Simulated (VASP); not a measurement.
# BeB3P2 (R-3m) in VASP: further runs

Runs on BeB3P2. Level: PBE. Tasks: single point.

Program: VASP 6.6.1. These are calculated values, not measurements. Logs are shortened: lines on timing, memory, paths and dates and some standing lists are left out, and cuts for length are marked.

## Step 1: The cell of the first run

The structure is trigonal, space group R-3m (No. 166). The conventional cell has a = 6.222 Å, b = 6.222 Å, c = 7.200 Å, α = 90.00°, β = 90.00°, γ = 120.00°. Within 2.7 Å of Be (site symmetry -3m) lie 2 P at 2.04 Å. B (site symmetry 2/m) has 2 P at 1.83 Å within 2.4 Å. P (site symmetry 3m) has 3 B at 1.83 Å and 1 Be at 2.04 Å within 2.4 Å.

## Step 2: Single point, PBE

The input, INCAR:

```
PREC     = Accurate       # precision mode
ENCUT    = 520            # plane-wave cutoff, eV
EDIFF    = 1E-6           # SCF threshold, eV
ISMEAR   = 0              # smearing method
SIGMA    = 0.1            # smearing width, eV
LREAL    = False          # projectors in reciprocal space
LASPH    = True           # aspherical terms in the spheres
NELM     = 60             # most SCF steps
ALGO     = Normal         # electronic algorithm
ISIF     = 2              # what is computed and relaxed
LWAVE    = False          # write WAVECAR
LCHARG   = False          # write CHGCAR
GGA      = PE             # functional
NBANDS   = 20             # bands
```

The input, KPOINTS:

```
regular mesh
0
Gamma
  4 4 4
```

The input, POSCAR:

```
BeB3P2
1.0
    3.1109225904      1.7960919950      2.3998541427
   -3.1109225904      1.7960919950      2.3998541427
    0.0000000000     -3.5921839899      2.3998541427
Be B P
1 3 2
Direct
    0.5000000000      0.5000000000      0.5000000000
    0.0000000000      0.5000000000      0.0000000000
    0.5000000000      0.0000000000      0.0000000000
    0.0000000000      0.0000000000      0.5000000000
    0.7839449359      0.7839449359      0.7839449359
    0.2160550641      0.2160550641      0.2160550641
```

Potentials or basis: VASP PAW PBE potentials, release 64 (Be, B, P).

Run with:

```
> cat potpaw_PBE.64/Be/POTCAR potpaw_PBE.64/B/POTCAR potpaw_PBE.64/P/POTCAR > POTCAR
> mpirun -np 1 vasp_std > vasp.out
```

OUTCAR:

```text
PREC = Accurate
   ENCUT = 520
   EDIFF = 1E-6
   ISMEAR = 0
   LREAL = False
   LASPH = True
   NELM = 60
   ISIF = 2
   GGA = PE

 ion  position               nearest neighbor table
   1  0.500  0.500  0.500-   5 2.04   6 2.04
   2  0.000  0.500  0.000-   5 1.83   6 1.83
   3  0.500  0.000  0.000-   5 1.83   6 1.83
   4  0.000  0.000  0.500-   5 1.83   6 1.83
   5  0.784  0.784  0.784-   4 1.83   3 1.83   2 1.83   1 2.04
   6  0.216  0.216  0.216-   4 1.83   3 1.83   2 1.83   1 2.04

  LATTYP: Found a trigonal (rhomboedric) cell.
 ALAT       =     4.3200793655
 COS(alpha) =    -0.0371103157

  Lattice vectors:

 A1 = (   3.1109225904,   1.7960919950,   2.3998541427)
 A2 = (  -3.1109225904,   1.7960919950,   2.3998541427)
 A3 = (   0.0000000000,  -3.5921839899,   2.3998541427)

Analysis of symmetry for initial positions (statically):
=====================================================================
 Subroutine PRICEL returns:
 Original cell was already a primitive cell.

 Routine SETGRP: Setting up the symmetry group for a
 trigonal (rhombohedral) supercell.

 Subroutine GETGRP returns: Found 12 space group operations
 (whereof 12 operations were pure point group operations)
 out of a pool of 12 trial point group operations.

The static configuration has the point symmetry D_3d.

Analysis of symmetry for dynamics (positions and initial velocities):
=====================================================================
 Subroutine PRICEL returns:
 Original cell was already a primitive cell.

 Routine SETGRP: Setting up the symmetry group for a
 trigonal (rhombohedral) supercell.

 Subroutine GETGRP returns: Found 12 space group operations
 (whereof 12 operations were pure point group operations)
 out of a pool of 12 trial point group operations.

The dynamic configuration has the point symmetry D_3d.

 Subroutine INISYM returns: Found 12 space group operations
 (whereof 12 operations are pure point group operations),
 and found     1 'primitive' translations

----------------------------------------------------------------------------------------

                                     Primitive cell

  volume of cell :      80.4552

  direct lattice vectors                    reciprocal lattice vectors
     3.110922590  1.796091995  2.399854143     0.160724025  0.092794059  0.138897330
    -3.110922590  1.796091995  2.399854143    -0.160724025  0.092794059  0.138897330
     0.000000000 -3.592183990  2.399854143     0.000000000 -0.185588118  0.138897330

  length of vectors
     4.320079365  4.320079365  4.320079365     0.231809012  0.231809012  0.231809012

  position of ions in fractional coordinates (direct lattice)
     0.500000000  0.500000000  0.500000000
     1.000000000  0.500000000  0.000000000
     0.500000000  1.000000000  0.000000000
     0.000000000  0.000000000  0.500000000
     0.783944936  0.783944936  0.783944936
     0.216055064  0.216055064  0.216055064

  ion indices of the primitive-cell ions
   primitive index   ion index
                 1           1
                 2           2
                 3           3
                 4           4
                 5           5
                 6           6

----------------------------------------------------------------------------------------

 KPOINTS: regular mesh

Automatic generation of k-mesh.
 Grid dimensions read from file:
 generate k-points for:    4    4    4

 Generating k-lattice:

  Cartesian coordinates                     Fractional coordinates (reciprocal lattice)
     0.040181006  0.023198515  0.034724333     0.250000000 -0.000000000  0.000000000
    -0.040181006  0.023198515  0.034724333    -0.000000000  0.250000000  0.000000000
     0.000000000 -0.046397030  0.034724333     0.000000000  0.000000000  0.250000000

  Length of vectors
     0.057952253  0.057952253  0.057952253

  Shift w.r.t. Gamma in fractional coordinates (k-lattice)
     0.000000000  0.000000000  0.000000000

 Subroutine IBZKPT returns following result:
 ===========================================

 Found     13 irreducible k-points:

 Following reciprocal coordinates:
            Coordinates               Weight
  0.000000  0.000000  0.000000      1.000000
  0.250000  0.000000 -0.000000      6.000000
  0.500000  0.000000 -0.000000      3.000000
  0.250000  0.250000 -0.000000      6.000000
  0.500000  0.250000  0.000000     12.000000
 -0.250000  0.250000  0.000000      6.000000
  0.500000  0.500000 -0.000000      3.000000
  0.250000  0.250000  0.250000      2.000000
  0.500000  0.250000  0.250000      6.000000
 -0.250000  0.250000  0.250000      6.000000
  0.500000  0.500000  0.250000      6.000000
 -0.250000  0.500000  0.250000      6.000000
  0.500000  0.500000  0.500000      1.000000
   k-points           NKPTS =     13   k-points in BZ     NKDIM =     13   number of bands    NBANDS=     20
   number of dos      NEDOS =    301   number of ions     NIONS =      6
   total plane-waves  NPLWV =  32768
   dimension x,y,z NGX =    32 NGY =   32 NGZ =   32
   dimension x,y,z NGXF=    64 NGYF=   64 NGZF=   64
   ions per type =               1   3   2
   NGX,Y,Z   is equivalent  to a cutoff of  12.31, 12.31, 12.31 a.u.
   NGXF,Y,Z  is equivalent  to a cutoff of  24.63, 24.63, 24.63 a.u.
 SYSTEM =  unknown system
   PREC   = accura    normal or accurate (medium, high low for compatibility)
   ISTART =      0    job   : 0-new  1-cont  2-samecut
   ICHARG =      2    charge: 1-file 2-atom 10-const
   ISPIN  =      1    spin polarized calculation?
   LNONCOLLINEAR =      F non collinear calculations
   LSORBIT =      F    spin-orbit coupling
   LASPH  =      T    aspherical Exc in radial PAW
   ENCUT  =  520.0 eV  38.22 Ry    6.18 a.u.   8.03  8.03  8.03*2*pi/ulx,y,z
   NELM   =     60;   NELMIN=  2; NELMDL= -5     # of ELM steps
   EDIFF  = 0.1E-05   stopping-criterion for ELM
   LREAL  =      F    real-space projection
   EDIFFG = 0.1E-04   stopping-criterion for IOM
   NSW    =      0    number of steps for IOM
   IBRION =     -1    ionic relax: 0-MD 1-quasi-New 2-CG
   NFREE  =      0    steps in history (QN), initial steepest desc. (CG)
   ISIF   =      2    stress and relaxation
   ISYM   =      2    0-nonsym 1-usesym 2-fastsym
   POTIM  = 0.5000    time-step for ionic-motion
   TEBEG  =    0.0;   TEEND  =   0.0 temperature during run
   PSTRESS=    0.0 pullay stress
   NELECT =      21.0000    total number of electrons
   NUPDOWN=      -1.0000    fix difference up-down
   EMIN   =  10.00;   EMAX   =-10.00  energy-range for DOS
   EFERMI =   0.00;   METHOD = LEGACY
   ISMEAR =     0;   SIGMA  =   0.10  broadening in eV -4-tet -1-fermi 0-gaus
   EFERMI_NEDOS =   21; number of points for ismear=-14 and -15
   IALGO  =     38    algorithm
   IMIX   =      4    mixing-type and parameters
     AMIX     =   0.40;   BMIX     =  1.00
     AMIX_MAG =   1.60;   BMIX_MAG =  1.00
  volume/ion in A,a.u.               =      13.41        90.49
  Fermi-wavevector in a.u.,A,eV,Ry     =   1.046237  1.977101 14.893091  1.094611
  Thomas-Fermi vector in A             =   2.181066
   LORBIT       =      0    0 simple, 1 ext, 2 COOP (PROOUT), +10 PAW based schemes
   GGA     = PE    functional components
   LHFCALC =     F    Hartree Fock is set to
   AEXX    =    0.0000 exact exchange contribution
   IVDW    =     0    specifies the selected vdW correction
   LEPSILON=     F    determine dielectric tensor
   LRPA    =     F    only Hartree local field effects (RPA)
 non-spin polarized calculation
 Gauss-broadening in eV      SIGMA  =   0.10
  energy-cutoff  :      520.00
  volume of cell :       80.46
 maximum number of plane-waves:      2182
   NGX = 17   NGY = 17   NGZ = 17

 number of electron      20.9999998 magnetization

 Free energy of the ion-electron system (eV)
  ---------------------------------------------------
  ext. energy  EPLUGINS =         0.00000000
  ---------------------------------------------------
  free energy    TOTEN  =       -28.39567002 eV

  energy without entropy =      -28.38709052  energy(sigma->0) =      -28.39138027

 E-fermi :   5.2529     XC(G=0):  -9.9099

 val. band max:        5.2125497660   @ k =   0.2500   0.2500   0.2500
 cond. band min:       5.2833342740   @ k =  -0.2500   0.2500   0.2500
 fundamental gap:      0.0707845079
 Fermi energy:         5.2529282658

 k-point     1 :       0.0000    0.0000    0.0000
  band No.  band energies     occupation
      1      -9.4071      2.00000
      2      -7.0061      2.00000
      3      -2.3860      2.00000
      4      -2.3860      2.00000
      5      -0.3345      2.00000
      6      -0.3345      2.00000
[... 12 lines left out ...]
     19       9.9228      0.00000
     20       9.9228      0.00000

 k-point     2 :       0.2500    0.0000   -0.0000
  band No.  band energies     occupation
      1      -9.1255      2.00000
      2      -7.2841      2.00000
      3      -2.6466      2.00000
      4      -2.2438      2.00000
      5      -0.8548      2.00000
      6      -0.3817      2.00000
[... 12 lines left out ...]
     19      10.8276      0.00000
     20      10.9611      0.00000

 k-point     3 :       0.5000    0.0000   -0.0000
  band No.  band energies     occupation
      1      -8.6421      2.00000
      2      -7.8020      2.00000
      3      -2.5937      2.00000
      4      -2.0728      2.00000
      5      -1.6499      2.00000
      6      -0.4755      2.00000
[... 12 lines left out ...]
     19      12.1812      0.00000
     20      12.4501      0.00000

 k-point     4 :       0.2500    0.2500   -0.0000
  band No.  band energies     occupation
      1      -8.8596      2.00000
      2      -7.3821      2.00000
      3      -3.4735      2.00000
      4      -2.0514      2.00000
      5      -1.1876      2.00000
      6      -0.1057      2.00000
[... 176 lines left out ...]
 k-point    12 :      -0.2500    0.5000    0.2500
  band No.  band energies     occupation
      1      -8.2291      2.00000
      2      -7.6485      2.00000
      3      -3.5788      2.00000
      4      -2.8763      2.00000
      5      -1.1086      2.00000
      6      -0.9245      2.00000
[... 12 lines left out ...]
     19      11.6669      0.00000
     20      11.7869      0.00000

 k-point    13 :       0.5000    0.5000    0.5000
  band No.  band energies     occupation
      1      -7.7097      2.00000
      2      -7.5465      2.00000
      3      -3.5097      2.00000
      4      -3.5097      2.00000
      5      -1.6501      2.00000
      6      -1.4382      2.00000
[... 12 lines left out ...]
     19      10.8834      0.00000
     20      11.4806      0.00000

------------------------ aborting loop because EDIFF is reached ----------------------------------------

  FORCE on cell =-STRESS in cart. coord.  units (eV):
  Direction    XX          YY          ZZ          XY          YZ          ZX
  --------------------------------------------------------------------------------------
  -------------------------------------------------------------------------------------
  Total       -0.1786894     -0.1786894     -0.0372402     -0.0000000     -0.0000000      0.0000000
  in kB       -3.5584055     -3.5584055     -0.7415986     -0.0000000     -0.0000000      0.0000000
  external PRESSURE =      -2.6194699 kB  Pullay stress =       0.0000000 kB

 VOLUME and BASIS-vectors are now :
 -----------------------------------------------------------------------------
  energy-cutoff  :      520.00
  volume of cell :       80.46
      direct lattice vectors                 reciprocal lattice vectors
     3.110922590  1.796091995  2.399854143     0.160724025  0.092794059  0.138897330
    -3.110922590  1.796091995  2.399854143    -0.160724025  0.092794059  0.138897330
     0.000000000 -3.592183990  2.399854143     0.000000000 -0.185588118  0.138897330

 POSITION                                       TOTAL-FORCE (eV/Angst)
 -----------------------------------------------------------------------------------
      0.00000      0.00000      3.59978         0.000000     -0.000000      0.000000
     -1.55546      0.89805      1.19993         0.000000     -0.000000      0.000000
      1.55546      0.89805      1.19993        -0.000000     -0.000000      0.000000
      0.00000     -1.79609      1.19993         0.000000     -0.000000      0.000000
      0.00000      0.00000      5.64406         0.000000      0.000000      0.031458
      0.00000      0.00000      1.55550         0.000000     -0.000000     -0.031458
 -----------------------------------------------------------------------------------
    total drift:                               -0.000000     -0.000000      0.000000

  FREE ENERGIE OF THE ION-ELECTRON SYSTEM (eV)
  ---------------------------------------------------
  free  energy   TOTEN  =       -28.3956700194 eV

  energy  without entropy=      -28.3870905232  energy(sigma->0) =      -28.39138027
```

Wall time 22 s (1 thread of Intel Xeon Platinum 8259CL at 2.50GHz (Skylake/Cascade Lake), shared host); peak memory 0.18 GiB.

Results:

```yaml
Free_energy: -28.3957 eV
Pressure: -0.3 GPa
Largest_force: 0.031 eV/Å
```

Forces in eV/Å, atoms in the order of the input:
```
Be   0.000  0.000  0.000
B    0.000  0.000  0.000
B    0.000  0.000  0.000
B    0.000  0.000  0.000
P    0.000  0.000  0.031
P    0.000  0.000 -0.031
```

Stress tensor (GPa, compression positive):
```
-0.36  0.00  0.00
 0.00 -0.36  0.00
 0.00  0.00 -0.07
```

Caveat: the k points lie up to 0.36 Å⁻¹ apart.

## Step 3: Single point, PBE

This run uses another cell than the first one, of 13.89 Å³/atom, 1.036 times its volume.

The input, INCAR:

```
ALGO     = Normal         # electronic algorithm
EDIFF    = 1E-6           # SCF threshold, eV
ENCUT    = 520            # plane-wave cutoff, eV
GGA      = PE             # functional
ISIF     = 2              # what is computed and relaxed
ISMEAR   = 0              # smearing method
LASPH    = T              # aspherical terms in the spheres
LCHARG   = T              # write CHGCAR
LELF     = T              # ELF
LREAL    = F              # projectors in reciprocal space
LVHAR    = T            
LWAVE    = F              # write WAVECAR
NBANDS   = 20             # bands
NELM     = 100            # most SCF steps
PREC     = Accurate       # precision mode
SIGMA    = 0.1            # smearing width, eV
```

The input, KPOINTS:

```
k-points
0
Gamma
  4 4 4
```

The input, POSCAR:

```
BeB3P2
1.0
    3.0888065700      1.7833233000      2.5220000000
   -3.0888065700      1.7833233000      2.5220000000
    0.0000000000     -3.5666466000      2.5220000000
Be B P
1 3 2
Direct
    0.5000000000      0.5000000000      0.5000000000
    0.0000000000      0.5000000000      0.0000000000
    0.5000000000      0.0000000000      0.0000000000
    0.0000000000      0.0000000000      0.5000000000
    0.7500000000      0.7500000000      0.7500000000
    0.2500000000      0.2500000000      0.2500000000
```

Potentials or basis: VASP PAW PBE potentials, release 64 (Be, B, P).

Run with:

```
> cat potpaw_PBE.64/Be/POTCAR potpaw_PBE.64/B/POTCAR potpaw_PBE.64/P/POTCAR > POTCAR
> mpirun -np 1 vasp_std > vasp.out
```

Run time: 20 s. Hardware: 1 thread of Intel Xeon Platinum 8259CL at 2.50GHz (Skylake/Cascade Lake), shared host; peak memory 0.17 GiB.

The run converged. Its results:

- Free energy: -27.7456 eV
- Pressure: -1.5 GPa
- Largest force: 3.277 eV/Å

Forces on the atoms (eV/Å):
```
Be   0.000  0.000  0.000
B    0.000  0.000  0.000
B    0.000  0.000  0.000
B    0.000  0.000  0.000
P    0.000  0.000  3.277
P    0.000  0.000 -3.277
```

Stress tensor (GPa, compression positive):
```
-7.28  0.00  0.00
 0.00 -7.28  0.00
 0.00  0.00 10.12
```

Levels at points of the mesh, in eV from the Fermi level:
| k point | band 7 | band 8 | band 9 | band 10 | band 11 | band 12 | band 13 | band 14 |
| --- | --- | --- | --- | --- | --- | --- | --- | --- |
| (0.00, 0.00, 0.00) | -4.56 | -3.81 | -2.60 | -2.60 | 0.95 | 2.09 | 2.52 | 2.52 |
| (0.50, 0.00, 0.00) | -4.74 | -4.49 | -1.17 | -0.66 | 0.93 | 1.28 | 1.29 | 1.82 |
| (0.50, 0.50, 0.00) | -4.64 | -4.01 | -1.52 | -1.07 | -0.61 | 0.03 | 2.15 | 3.11 |
| (0.50, 0.50, 0.50) | -6.04 | -5.65 | -0.18 | -0.18 | 0.54 | 3.03 | 3.03 | 4.00 |

Caveat: forces of over 1 eV/Å act on the atoms, so gaps and moduli don't describe the material at rest.
